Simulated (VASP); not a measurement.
## Na: single point with PBE

Na:

```xyz
2
Lattice="3.5784 0.0000 0.0000 -1.7892 3.0990 0.0000 0.0000 0.0000 5.8130" Properties=species:S:1:pos:R:3 pbc="T T T"
Na    0.0000    2.0660    1.4532
Na    1.7892    1.0330    4.3597
```

This isn't the form of Na at room conditions, which is bcc.

| Quantity | Value |
| --- | --- |
| Program | VASP 6.6.1 |
| Task | single point |
| Functional | PBE |
| Potentials or basis | VASP PAW PBE potentials, release 64 (Na_pv) |
| Cutoff | 520 eV |
| k mesh | 12 × 12 × 7 |
| Occupations | fermi-dirac, width 0.08 eV |
| Spin | no spin polarisation |

| Item | Value |
| --- | --- |
| Pressure | 1.4 GPa |
| Band gap on the k mesh | zero (bands 7 and 8 overlap by 4.19 eV) |

Levels at points of the mesh, in eV from the Fermi level:
| k point | band 4 | band 5 | band 6 | band 7 | band 8 | band 9 | band 10 | band 11 |
| --- | --- | --- | --- | --- | --- | --- | --- | --- |
| (0.00, 0.00, 0.00) | -24.81 | -24.81 | -24.81 | -3.59 | 0.59 | 1.14 | 10.74 | 10.74 |
| (0.50, 0.00, 0.00) | -24.83 | -24.82 | -24.81 | 0.22 | 0.41 | 4.08 | 4.23 | 4.85 |

It took 71 s on 1 thread of Intel Xeon 8259CL, on a shared host, peak memory 0.2 GiB.
